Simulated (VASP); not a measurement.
# Si2Sn5 (I4/mmm) in VASP: single point with PBE

Aim: the single point of Si2Sn5 with PBE.

Everything below comes from runs of VASP 6.6.1. Logs are shortened: lines on timing, memory, paths and dates and some standing lists are left out, and cuts for length are marked.

### 1 The cell of the first run

The structure is tetragonal, space group I4/mmm (No. 139). Conventional cell: a = 7.987 Å, b = 7.987 Å, c = 5.514 Å, α = 90.00°, β = 90.00°, γ = 90.00°. Si (site symmetry mmm) has 2 Si at 2.76 Å and 4 Sn at 2.88 Å within 3.6 Å. Sn (site symmetry m2m) has 2 Si at 2.88 Å and 7 Sn at 2.96 to 3.58 Å within 3.8 Å. Sn (site symmetry 4/mmm) has 12 Sn at 3.37 to 3.58 Å and 4 Si at 3.99 Å within 4.4 Å.

### 2 Single point, PBE

INCAR

```
ALGO = Fast ; EDIFF = 1E-6
ENCUT = 520 ; GGA = PE
ISIF = 2 ; ISMEAR = 0
LASPH = T ; LCHARG = F
LREAL = F ; LWAVE = F
NBANDS = 48 ; NELM = 60
PREC = Accurate ; SIGMA = 0.1
```

KPOINTS

```
k-points
0
Gamma
  8 8 8
```

POSCAR

```
Si2Sn5
1.0
   -3.9934496219      3.9934496219      2.7570022812
    3.9934496219     -3.9934496219      2.7570022812
    3.9934496219      3.9934496219     -2.7570022812
Si Sn
2 5
Direct
    0.5000000000      0.0000000000      0.5000000000
    0.0000000000      0.5000000000      0.5000000000
    0.7018804964      0.7018804964      0.4037609928
    0.2981195036      0.2981195036      0.5962390072
    0.7018804964      0.2981195036      0.0000000000
    0.2981195036      0.7018804964      0.0000000000
    0.0000000000      0.0000000000      0.0000000000
```

Potentials or basis: VASP PAW PBE potentials, release 64 (Si, Sn_d).

Started as:

```console
$ cat potpaw_PBE.64/Si/POTCAR potpaw_PBE.64/Sn_d/POTCAR > POTCAR
$ mpirun -np 1 vasp_std > vasp.out
```

OUTCAR:

```text
EDIFF = 1E-6
   ENCUT = 520
   GGA = PE
   ISIF = 2
   ISMEAR = 0
   LASPH = T
   LREAL = F
   NELM = 60
   PREC = Accurate

 ion  position               nearest neighbor table
   1  0.500  0.000  0.500-   2 2.76   2 2.76   4 2.88   5 2.88   6 2.88   3 2.88
   2  0.000  0.500  0.500-   1 2.76   1 2.76   4 2.88   6 2.88   5 2.88   3 2.88
   3  0.702  0.702  0.404-   1 2.88   2 2.88   4 2.96   4 2.96   5 3.22   6 3.22   7 3.37   7 3.58
                             7 3.58
   4  0.298  0.298  0.596-   1 2.88   2 2.88   3 2.96   3 2.96   6 3.22   5 3.22   7 3.37   7 3.58
                             7 3.58
   5  0.702  0.298  0.000-   2 2.88   1 2.88   6 2.96   6 2.96   3 3.22   4 3.22   7 3.37   7 3.58
                             7 3.58
   6  0.298  0.702  0.000-   1 2.88   2 2.88   5 2.96   5 2.96   3 3.22   4 3.22   7 3.37   7 3.58
                             7 3.58
   7  0.000  0.000  0.000-   4 3.37   5 3.37   6 3.37   3 3.37   3 3.58   4 3.58   5 3.58   6 3.58
                             3 3.58   5 3.58   6 3.58   4 3.58

  LATTYP: Found a body centered tetragonal cell.
 ALAT       =     7.9868992438
 C/A-ratio  =     0.6903811347

  Lattice vectors:

 A1 = (  -3.9934496219,   3.9934496219,   2.7570022812)
 A2 = (   3.9934496219,  -3.9934496219,   2.7570022812)
 A3 = (   3.9934496219,   3.9934496219,  -2.7570022812)

Analysis of symmetry for initial positions (statically):
=====================================================================
 Subroutine PRICEL returns:
 Original cell was already a primitive cell.

 Routine SETGRP: Setting up the symmetry group for a
 body centered tetragonal supercell.

 Subroutine GETGRP returns: Found 16 space group operations
 (whereof 16 operations were pure point group operations)
 out of a pool of 16 trial point group operations.

The static configuration has the point symmetry D_4h.

Analysis of symmetry for dynamics (positions and initial velocities):
=====================================================================
 Subroutine PRICEL returns:
 Original cell was already a primitive cell.

 Routine SETGRP: Setting up the symmetry group for a
 body centered tetragonal supercell.

 Subroutine GETGRP returns: Found 16 space group operations
 (whereof 16 operations were pure point group operations)
 out of a pool of 16 trial point group operations.

The dynamic configuration has the point symmetry D_4h.

 Subroutine INISYM returns: Found 16 space group operations
 (whereof 16 operations are pure point group operations),
 and found     1 'primitive' translations

----------------------------------------------------------------------------------------

                                     Primitive cell

  volume of cell :     175.8707

  direct lattice vectors                    reciprocal lattice vectors
    -3.993449622  3.993449622  2.757002281     0.000000000  0.125205035  0.181356397
     3.993449622 -3.993449622  2.757002281     0.125205035  0.000000000  0.181356397
     3.993449622  3.993449622 -2.757002281     0.125205035  0.125205035  0.000000000

  length of vectors
     6.284611471  6.284611471  6.284611471     0.220377956  0.220377956  0.177066659

  position of ions in fractional coordinates (direct lattice)
     0.500000000  0.000000000  0.500000000
     0.000000000  0.500000000  0.500000000
     0.701880496  0.701880496  0.403760993
     0.298119504  0.298119504  0.596239007
     0.701880496  0.298119504  0.000000000
     0.298119504  0.701880496  0.000000000
     0.000000000  0.000000000  0.000000000

  ion indices of the primitive-cell ions
   primitive index   ion index
                 1           1
                 2           2
                 3           3
                 4           4
                 5           5
                 6           6
                 7           7

----------------------------------------------------------------------------------------

 KPOINTS: k-points

Automatic generation of k-mesh.
 Grid dimensions read from file:
 generate k-points for:    8    8    8

 Generating k-lattice:

  Cartesian coordinates                     Fractional coordinates (reciprocal lattice)
     0.000000000  0.015650629  0.022669550     0.125000000  0.000000000  0.000000000
     0.015650629  0.000000000  0.022669550     0.000000000  0.125000000  0.000000000
     0.015650629  0.015650629  0.000000000     0.000000000  0.000000000  0.125000000

  Length of vectors
     0.027547245  0.027547245  0.022133332

  Shift w.r.t. Gamma in fractional coordinates (k-lattice)
     0.000000000  0.000000000  0.000000000

 Subroutine IBZKPT returns following result:
 ===========================================

 Found     59 irreducible k-points:

 Following reciprocal coordinates:
            Coordinates               Weight
  0.000000  0.000000  0.000000      1.000000
  0.125000 -0.000000  0.000000      8.000000
  0.250000 -0.000000  0.000000      8.000000
  0.375000  0.000000 -0.000000      8.000000
  0.500000 -0.000000  0.000000      4.000000
  0.125000  0.125000  0.000000      8.000000
[... 16 lines left out ...]
  0.250000  0.125000  0.125000     16.000000
  0.375000  0.125000  0.125000      8.000000
 [... further k-points ...]
   k-points           NKPTS =     59   k-points in BZ     NKDIM =     59   number of bands    NBANDS=     48
   number of dos      NEDOS =    301   number of ions     NIONS =      7
   total plane-waves  NPLWV = 110592
   dimension x,y,z NGX =    48 NGY =   48 NGZ =   48
   dimension x,y,z NGXF=    96 NGYF=   96 NGZF=   96
   ions per type =               2   5
   NGX,Y,Z   is equivalent  to a cutoff of  12.70, 12.70, 12.70 a.u.
   NGXF,Y,Z  is equivalent  to a cutoff of  25.39, 25.39, 25.39 a.u.
 SYSTEM =  unknown system
   PREC   = accura    normal or accurate (medium, high low for compatibility)
   ISTART =      0    job   : 0-new  1-cont  2-samecut
   ICHARG =      2    charge: 1-file 2-atom 10-const
   ISPIN  =      1    spin polarized calculation?
   LNONCOLLINEAR =      F non collinear calculations
   LSORBIT =      F    spin-orbit coupling
   LASPH  =      T    aspherical Exc in radial PAW
   ENCUT  =  520.0 eV  38.22 Ry    6.18 a.u.  11.69 11.69 11.69*2*pi/ulx,y,z
   NELM   =     60;   NELMIN=  2; NELMDL= -5     # of ELM steps
   EDIFF  = 0.1E-05   stopping-criterion for ELM
   LREAL  =      F    real-space projection
   EDIFFG = 0.1E-04   stopping-criterion for IOM
   NSW    =      0    number of steps for IOM
   IBRION =     -1    ionic relax: 0-MD 1-quasi-New 2-CG
   NFREE  =      0    steps in history (QN), initial steepest desc. (CG)
   ISIF   =      2    stress and relaxation
   ISYM   =      2    0-nonsym 1-usesym 2-fastsym
   POTIM  = 0.5000    time-step for ionic-motion
   TEBEG  =    0.0;   TEEND  =   0.0 temperature during run
   PSTRESS=    0.0 pullay stress
   NELECT =      78.0000    total number of electrons
   NUPDOWN=      -1.0000    fix difference up-down
   EMIN   =  10.00;   EMAX   =-10.00  energy-range for DOS
   EFERMI =   0.00;   METHOD = LEGACY
   ISMEAR =     0;   SIGMA  =   0.10  broadening in eV -4-tet -1-fermi 0-gaus
   EFERMI_NEDOS =   21; number of points for ismear=-14 and -15
   IALGO  =     68    algorithm
   IMIX   =      4    mixing-type and parameters
     AMIX     =   0.40;   BMIX     =  1.00
     AMIX_MAG =   1.60;   BMIX_MAG =  1.00
  volume/ion in A,a.u.               =      25.12       169.55
  Fermi-wavevector in a.u.,A,eV,Ry     =   1.248462  2.359250 21.206807  1.558656
  Thomas-Fermi vector in A             =   2.382547
   LORBIT       =      0    0 simple, 1 ext, 2 COOP (PROOUT), +10 PAW based schemes
   GGA     = PE    functional components
   LHFCALC =     F    Hartree Fock is set to
   AEXX    =    0.0000 exact exchange contribution
   IVDW    =     0    specifies the selected vdW correction
   LEPSILON=     F    determine dielectric tensor
   LRPA    =     F    only Hartree local field effects (RPA)
 non-spin polarized calculation
 RMM-DIIS sequential band-by-band and
 Gauss-broadening in eV      SIGMA  =   0.10
  energy-cutoff  :      520.00
  volume of cell :      175.87
 maximum number of plane-waves:      4761
   NGX = 23   NGY = 23   NGZ = 23

 number of electron      78.0000000 magnetization

 Free energy of the ion-electron system (eV)
  ---------------------------------------------------
  ext. energy  EPLUGINS =         0.00000000
  ---------------------------------------------------
  free energy    TOTEN  =       -28.08278649 eV

  energy without entropy =      -28.06304763  energy(sigma->0) =      -28.07291706

 E-fermi :   7.5318     XC(G=0): -10.1970

 val. band max:        7.5242859426   @ k =  -0.3750   0.5000   0.3750
 cond. band min:       7.5326983569   @ k =   0.3750   0.1250  -0.0000
 fundamental gap:      0.0084124143
 Fermi energy:         7.5317796415

 k-point     1 :       0.0000    0.0000    0.0000
  band No.  band energies     occupation
      1     -14.0640      2.00000
      2     -14.0480      2.00000
      3     -14.0436      2.00000
      4     -14.0434      2.00000
      5     -14.0434      2.00000
      6     -14.0271      2.00000
[... 40 lines left out ...]
     47      13.2215      0.00000
     48      13.4631      0.00000

 k-point     2 :       0.1250   -0.0000    0.0000
  band No.  band energies     occupation
      1     -14.0645      2.00000
      2     -14.0482      2.00000
      3     -14.0437      2.00000
      4     -14.0434      2.00000
      5     -14.0433      2.00000
      6     -14.0318      2.00000
[... 40 lines left out ...]
     47      12.5434      0.00000
     48      13.1066      0.00000

 k-point     3 :       0.2500   -0.0000    0.0000
  band No.  band energies     occupation
      1     -14.0684      2.00000
      2     -14.0563      2.00000
      3     -14.0461      2.00000
      4     -14.0459      2.00000
      5     -14.0421      2.00000
      6     -14.0294      2.00000
[... 1060 lines left out ...]
     47      11.3512      0.00000
     48      11.9365      0.00000

 k-point    24 :       0.3750    0.1250    0.1250
  band No.  band energies     occupation
      1     -14.0840      2.00000
      2     -14.0622      2.00000
      3     -14.0557      2.00000
      4     -14.0480      2.00000
      5     -14.0389      2.00000
      6     -14.0200      2.00000
[... 40 lines left out ...]
     47      11.2966      0.00000
     48      11.8681      0.00000

 [... further k-points ...]

------------------------ aborting loop because EDIFF is reached ----------------------------------------

  FORCE on cell =-STRESS in cart. coord.  units (eV):
  Direction    XX          YY          ZZ          XY          YZ          ZX
  --------------------------------------------------------------------------------------
  -------------------------------------------------------------------------------------
  Total       -0.0870945     -0.0870945     -0.0520153      0.0000000      0.0000000      0.0000000
  in kB       -0.7934283     -0.7934283     -0.4738582      0.0000000      0.0000000      0.0000000
  external PRESSURE =      -0.6869049 kB  Pullay stress =       0.0000000 kB

 VOLUME and BASIS-vectors are now :
 -----------------------------------------------------------------------------
  energy-cutoff  :      520.00
  volume of cell :      175.87
      direct lattice vectors                 reciprocal lattice vectors
    -3.993449622  3.993449622  2.757002281     0.000000000  0.125205035  0.181356397
     3.993449622 -3.993449622  2.757002281     0.125205035  0.000000000  0.181356397
     3.993449622  3.993449622 -2.757002281     0.125205035  0.125205035  0.000000000

 POSITION                                       TOTAL-FORCE (eV/Angst)
 -----------------------------------------------------------------------------------
      0.00000      3.99345      0.00000         0.000000     -0.000000      0.000000
      3.99345      0.00000      0.00000        -0.000000     -0.000000      0.000000
      1.61240      1.61240      2.75700        -0.003227     -0.003227      0.000000
      2.38105      2.38105      0.00000         0.003227      0.003227     -0.000000
     -1.61240      1.61240      2.75700         0.003227     -0.003227      0.000000
      1.61240     -1.61240      2.75700        -0.003227      0.003227      0.000000
      0.00000      0.00000      0.00000        -0.000000     -0.000000      0.000000
 -----------------------------------------------------------------------------------
    total drift:                               -0.000000     -0.000000      0.000000

  FREE ENERGIE OF THE ION-ELECTRON SYSTEM (eV)
  ---------------------------------------------------
  free  energy   TOTEN  =       -28.0827864916 eV

  energy  without entropy=      -28.0630476290  energy(sigma->0) =      -28.07291706
```

It took 18 min on 1 thread of Oxide Virtual Turin-like, shared host; peak memory 0.52 GiB.

What came out:

```
Free energy            : -28.0828 eV
Pressure               : -0.1 GPa
Largest force          : 0.005 eV/Å
Band gap on the k mesh : zero (bands 39 and 40 overlap by 2.12 eV)
```

Forces on the atoms (eV/Å):
```
Si   0.000  0.000  0.000
Si   0.000  0.000  0.000
Sn  -0.003 -0.003  0.000
Sn   0.003  0.003  0.000
Sn   0.003 -0.003  0.000
Sn  -0.003  0.003  0.000
Sn   0.000  0.000  0.000
```

Levels at points of the mesh, in eV from the Fermi level:
| k point | band 35 | band 36 | band 37 | band 38 | band 39 | band 40 | band 41 | band 42 | band 43 | band 44 |
| --- | --- | --- | --- | --- | --- | --- | --- | --- | --- | --- |
| (0.00, 0.00, 0.00) | -3.12 | -2.63 | -2.63 | -1.41 | -1.41 | -1.36 | -1.23 | 1.47 | 3.57 | 3.57 |
| (0.50, 0.00, 0.00) | -1.90 | -1.88 | -1.37 | 0.27 | 0.40 | 0.47 | 0.62 | 1.45 | 1.61 | 3.15 |
| (0.50, 0.50, 0.00) | -3.34 | -1.77 | -1.02 | -0.82 | -0.38 | -0.37 | 0.23 | 0.72 | 0.84 | 3.34 |
| (0.50, 0.50, 0.50) | -1.71 | -1.56 | -1.52 | 0.45 | 0.45 | 0.48 | 0.96 | 1.65 | 1.65 | 1.94 |

Caveat: spin-orbit coupling is left out, which moves the levels of the heavy elements.
